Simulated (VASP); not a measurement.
Write the native input for VASP 6.6.1 that does the following.

* Task: single point
* Functional: PBE
* Potentials or basis: VASP PAW PBE potentials, release 64 (Dy, Pd)
* Cutoff: 520 eV
* k mesh: 6 × 6 × 7
* Occupations: fermi-dirac, width 0.1 eV
* Spin: no spin polarisation
* Dipole correction: no
* k mesh for the DOS: 9 × 9 × 11
* Occupations for the DOS: tetrahedron
* Further INCAR settings: ALGO = Normal; EDIFF = 1e-06; NBANDS = 27

The system is DyPd2.

```
Dy Pd
1.0
     2.22515    3.85406    0.00000
    -2.22515    3.85406    0.00000
     0.00000    0.00000    3.20717
Dy Pd
1 2
Direct
  0.00000 0.00000 0.00000
  0.33330 0.33340 0.50000
  0.66660 0.66670 0.50000
```

One way to write it, as run:

POSCAR

```
DyPd2
1.0
    2.2251460700      3.8540640500      0.0000000000
   -2.2251460700      3.8540640500      0.0000000000
    0.0000000000      0.0000000000      3.2071736300
Dy Pd
1 2
Direct
    0.0000000000      0.0000000000      0.0000000000
    0.3333000000      0.3334000000      0.5000000000
    0.6666000000      0.6667000000      0.5000000000
```

INCAR.step1

```
PREC     = Accurate       # precision mode
ENCUT    = 520            # plane-wave cutoff, eV
EDIFF    = 1E-6           # SCF threshold, eV
ISMEAR   = -1             # smearing method
SIGMA    = 0.1            # smearing width, eV
LREAL    = F              # projectors in reciprocal space
LASPH    = T              # aspherical terms in the spheres
NELM     = 100            # most SCF steps
ALGO     = Normal         # electronic algorithm
ISIF     = 2              # what is computed and relaxed
LWAVE    = F              # write WAVECAR
LCHARG   = T              # write CHGCAR
LMAXMIX  = 6              # l up to which the mixer works
GGA      = PE             # functional
NBANDS   = 27             # bands
```

KPOINTS.step1

```
Automatic mesh
0
Gamma
  6 6 7
```

INCAR.step2

```
PREC     = Accurate       # precision mode
ENCUT    = 520            # plane-wave cutoff, eV
EDIFF    = 1E-6           # SCF threshold, eV
ISMEAR   = -5             # smearing method
SIGMA    = 0.1            # smearing width, eV
LREAL    = F              # projectors in reciprocal space
LASPH    = T              # aspherical terms in the spheres
NELM     = 100            # most SCF steps
ALGO     = Normal         # electronic algorithm
ISIF     = 2              # what is computed and relaxed
LWAVE    = F              # write WAVECAR
LCHARG   = F              # write CHGCAR
LMAXMIX  = 6              # l up to which the mixer works
GGA      = PE             # functional
LORBIT   = 11             # projections on sites
NBANDS   = 27             # bands
NEDOS    = 1001           # points of the DOS
ICHARG   = 11             # starting density
```

KPOINTS.step2

```
Automatic mesh
0
Gamma
  9 9 11
```

Potentials or basis: VASP PAW PBE potentials, release 64 (Dy, Pd).

Run with:

```bash
$ cat potpaw_PBE.64/Dy/POTCAR potpaw_PBE.64/Pd/POTCAR > POTCAR
$ cp INCAR.step1 INCAR
$ cp KPOINTS.step1 KPOINTS
$ mpirun -np 1 vasp_std > vasp.out
$ cp INCAR.step2 INCAR
$ cp KPOINTS.step2 KPOINTS
$ mpirun -np 1 vasp_std > vasp.out
```

It gave:

```
Valence electrons inside the program's atomic spheres : Dy 18.03; Pd 9.51
```

Run time: 3 min on 1 thread of Intel(R) Xeon(R) 6975P-C (Granite Rapids), with other jobs on the host, peak memory 0.36 GiB.
